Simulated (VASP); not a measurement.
Set up this calculation in VASP 6.6.1, as the native input.

```yaml
Task: single point
Functional: LDA
Potentials_or_basis: VASP PAW LDA potentials, release 64 (Sr_sv, Mg)
Cutoff: 520 eV
k_mesh: 5 × 5 × 5
Occupations: gaussian, width 0.1 eV
Spin: no spin polarisation
Dipole_correction: no
Further_INCAR_settings: ALGO = Normal; EDIFF = 1e-07; NBANDS = 13
```

The structure of SrMg lies in POSCAR:

```
SrMg
1.0
    4.0534408073      0.0000000000      0.0000000000
    0.0000000000      4.0534408073      0.0000000000
    0.0000000000      0.0000000000      4.0534408073
Sr Mg
1 1
Direct
    0.5000000000      0.5000000000      0.5000000000
    0.0000000000      0.0000000000      0.0000000000
```

One way to write it, as run:

INCAR

```
  PREC = Accurate
  ENCUT = 520
  EDIFF = 1E-7
  ISMEAR = 0
  SIGMA = 0.1
  LREAL = False
  LASPH = True
  NELM = 80
  ALGO = Normal
  ISIF = 2
  LWAVE = False
  LCHARG = False
  NBANDS = 13
```

KPOINTS

```
regular mesh
0
Gamma
  5 5 5
```

Potentials or basis: VASP PAW LDA potentials, release 64 (Sr_sv, Mg).

Run with:

```sh
$ cat potpaw_LDA.64/Sr_sv/POTCAR potpaw_LDA.64/Mg/POTCAR > POTCAR
$ mpirun -np 1 vasp_std > vasp.out
```

It gave:

| Quantity | Value |
| --- | --- |
| Pressure | -0.2 GPa |
| Band gap on the k mesh | zero (band 6 reaches 2.83 eV, above the bottom of band 7 at 1.66 eV) |

Run time: 4 s on 1 thread of Intel(R) Xeon(R) 6975P-C (Granite Rapids) (shared host), peak memory 0.14 GiB.
